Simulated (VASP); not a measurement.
# Ga2O3: single point with PBE

The system is Ga2O3.

```
Ga O
1.0
     4.75426    0.00000    0.00000
    -2.37713    4.11731    0.00000
     0.00000    0.00000    2.68998
Ga O
2 3
Direct
  0.66667 0.33333 0.00000
  0.33333 0.66667 0.00000
  0.66667 0.66667 0.50000
  0.33333 0.00000 0.50000
  0.00000 0.33333 0.50000
```

This cell differs from its parent crystal: atoms taken out.

| Item | Value |
| --- | --- |
| Program | VASP 6.6.1 |
| Task | single point |
| Functional | PBE |
| Potentials or basis | VASP PAW PBE potentials, release 64 (Ga_d, O) |
| Cutoff | 520 eV |
| k mesh | 6 × 6 × 6 |
| Occupations | gaussian, width 0.1 eV |
| Spin | no spin polarisation |

```yaml
Pressure: 1.2 GPa
Largest_force: 1.576 eV/Å
Band_gap_on_the_k_mesh: 1.07 eV (least direct gap 1.42 eV)
```

Forces on the atoms (eV/Å):
```
Ga   0.000  0.000  0.000
Ga   0.000  0.000  0.000
O   -0.788 -1.364  0.000
O    1.576  0.000  0.000
O   -0.788  1.364  0.000
```

Stress tensor (GPa, compression positive):
```
 6.30  0.00  0.00
 0.00  6.30  0.00
 0.00  0.00 -8.94
```

Levels at points of the mesh, in eV from the valence-band top:
| k point | band 19 | band 20 | band 21 | band 22 | band 23 | band 24 | band 25 | band 26 |
| --- | --- | --- | --- | --- | --- | --- | --- | --- |
| (0.00, 0.00, 0.00) | -0.52 | -0.52 | -0.35 | -0.35 | 1.07 | 7.67 | 7.94 | 7.94 |
| (0.50, 0.00, 0.00) | -1.40 | -1.12 | -1.02 | -0.61 | 3.54 | 4.25 | 6.01 | 8.53 |
| (0.00, 0.00, 0.50) | -2.32 | -2.32 | 0.00 | 0.00 | 2.61 | 5.07 | 5.07 | 5.77 |
| (0.50, 0.00, 0.50) | -1.82 | -1.05 | -0.42 | -0.34 | 2.62 | 4.35 | 6.91 | 9.44 |

Wall time 33 s on 1 thread of Intel(R) Xeon(R) Platinum 8488C (Sapphire Rapids) (shared host), peak memory 0.18 GiB.

Caveat: the cell differs from its parent crystal (atoms taken out); the stress differs along the axes, from -9 to 6 GPa; forces of over 1 eV/Å act on the atoms, so gaps and moduli don't describe the material at rest. A k mesh can miss the band edges.
